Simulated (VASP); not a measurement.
Input of a VASP 6.6.1 run:

File INCAR:

```
  PREC = Accurate
  ENCUT = 520
  EDIFF = 1E-6
  ISMEAR = 0
  SIGMA = 0.1
  LREAL = F
  LASPH = T
  NELM = 120
  ALGO = Normal
  ISIF = 2
  LWAVE = F
  LCHARG = F
  GGA = PE
  IVDW = 12
  NBANDS = 84
  GGA_COMPAT = F
  NELMDL = -8
```

Contents of KPOINTS:

```
Automatic mesh
0
Gamma
  4 4 1
```

The input POSCAR:

```
Sc12H4C
1.0
    6.6200000000      0.0000000000      0.0000000000
    3.3100000000      5.7330880000      0.0000000000
    0.0000000000      0.0000000000     17.2761400000
Sc C H
12 1 4
Direct
    0.0000000000      0.0000000000      0.0578833000
    0.5000000000      0.0000000000      0.0578833000
    0.0000000000      0.5000000000      0.0578833000
    0.5000000000      0.5000000000      0.0578833000
   -0.1658375619      0.3343937112      0.2007924439
    0.3314633050      0.3344057141      0.2007776483
   -0.1656594503      0.8313577870      0.2003231078
    0.3335454441      0.8329179815      0.2000572622
    0.0063477469     -0.0035553015      0.3423926804
    0.4973046207     -0.0035622049      0.3423748497
   -0.0003342836      0.5007682751      0.3422896275
    0.4969233950      0.5060962803      0.3433862134
    0.6548760411      0.1924348807      0.5362944560
    0.7491756555      0.0075824379      0.5196221716
    0.7465845717      0.2796201226      0.5133991385
    0.4765648436      0.2763848575      0.5129903794
    0.6468958505      0.2065687700      0.5995809453
```

Potentials or basis: VASP PAW PBE potentials, release 64 (Sc_sv, C, H).

Run with:

```sh
$ cat potpaw_PBE.64/Sc_sv/POTCAR potpaw_PBE.64/C/POTCAR potpaw_PBE.64/H/POTCAR > POTCAR
$ mpirun -np 1 vasp_std > vasp.out
```

Problem. Predict the largest force.

Solution. 0.020 eV/Å.

Problem. Predict the dispersion energy per atom.

Solution. -0.207 eV.

Problem. Estimate the band gap on the k mesh.

Solution. Zero (bands 70 and 71 overlap by 0.03 eV).

Forces in eV/Å, atoms in the order of the input:
```
Sc   0.008 -0.006 -0.003
Sc  -0.008 -0.006 -0.003
Sc   0.000  0.000 -0.014
Sc   0.000  0.010 -0.008
Sc   0.000  0.000  0.000
Sc   0.000  0.000  0.000
Sc   0.000  0.000 -0.001
Sc   0.000  0.000 -0.001
Sc  -0.001  0.000  0.007
Sc   0.001  0.000  0.007
Sc   0.000  0.000  0.008
Sc   0.000 -0.001  0.008
C    0.003 -0.005 -0.008
H   -0.002 -0.004 -0.003
H    0.006  0.004 -0.001
H   -0.011  0.004 -0.007
H    0.003  0.004  0.019
```

Caveat: there is no dipole correction, which matters where the two faces differ.
